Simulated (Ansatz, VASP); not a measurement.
**One calculation of Ir, two programs**

Contents of POSCAR:

```
Ir
1.0
    0.0000000000      1.9228496764      1.9228496764
    1.9228496764      0.0000000000      1.9228496764
    1.9228496764      1.9228496764      0.0000000000
Ir
1
Direct
    0.0000000000      0.0000000000      0.0000000000
```

INCAR.step1

```
SYSTEM = Ir
PREC = Accurate ; ENCUT = 550
ISMEAR = 0 ; SIGMA = 0.3
LREAL = .FALSE. ; LASPH = .TRUE.
NELM = 120 ; NBANDS = 14
GGA = PE ; ALGO = Normal
EDIFF = 1E-5 ; LWAVE = .TRUE.
LCHARG = .FALSE. ; GGA_COMPAT = .FALSE.
```

The input INCAR.step2:

```
SYSTEM = Ir
PREC = Accurate ; ENCUT = 550
EDIFF = 1E-6 ; ISMEAR = 0
SIGMA = 0.3 ; LREAL = .FALSE.
LASPH = .TRUE. ; NELM = 120
ALGO = Normal ; ISIF = 2
LWAVE = .FALSE. ; LCHARG = .TRUE.
METAGGA = R2SCAN ; LMIXTAU = .TRUE.
LELF = .TRUE. ; LVHAR = .TRUE.
NBANDS = 14 ; ISTART = 1
GGA_COMPAT = .FALSE.
```

Contents of KPOINTS:

```
Automatic mesh
0
G
  14 14 14
  0 0 0
```

Input for Ansatz:

```yaml
crystal:
  lattice:
    - [0.0, 1.9228496764, 1.9228496764]
    - [1.9228496764, 0.0, 1.9228496764]
    - [1.9228496764, 1.9228496764, 0.0]
  atoms:
    - { symbol: Ir, position: [0.0, 0.0, 0.0] }
hamiltonian:
  xc: r2scan
  pseudopotentials:
    kind: paw
    azcp:
      Ir: "pseudopotentials/Ir.paw.azcp"
basis:
  ecutwfc: 500
  fft_grid_basis: typed
kpoints:
  mp_grid: { grid: [14, 14, 14], shift: [0, 0, 0] }
magnetization:
  spin_polarized: false
scf:
  occupations: { method: gaussian, width: 0.3 }
  lower_state_search: "off"
output:
  stress: true
```

Alike in both runs: task single point; functional r2SCAN; k mesh 14 × 14 × 14; occupations gaussian, width 0.3 eV; no spin polarisation.

```csv
,VASP,Ansatz
version,VASP 6.6.1,Ansatz 0.2.0
potentials or method,"VASP PAW PBE potentials, release 64 (Ir_sv_GW), cutoff 550 eV","plane waves (500 eV) with PAW, scalar-relativistic"
valence electrons in the cell,17,17
```

Ansatz gave:

| Property | Result |
| --- | --- |
| pressure (GPa) | 0.0 |

Q: Estimate VASP's values.

A: Pressure (GPa): -2.1.

VASP's potentials were made for PBE, not for r2SCAN. The functional is the same, so the differences come from potentials, cutoffs and numerics.

Neither program's run includes spin-orbit coupling.
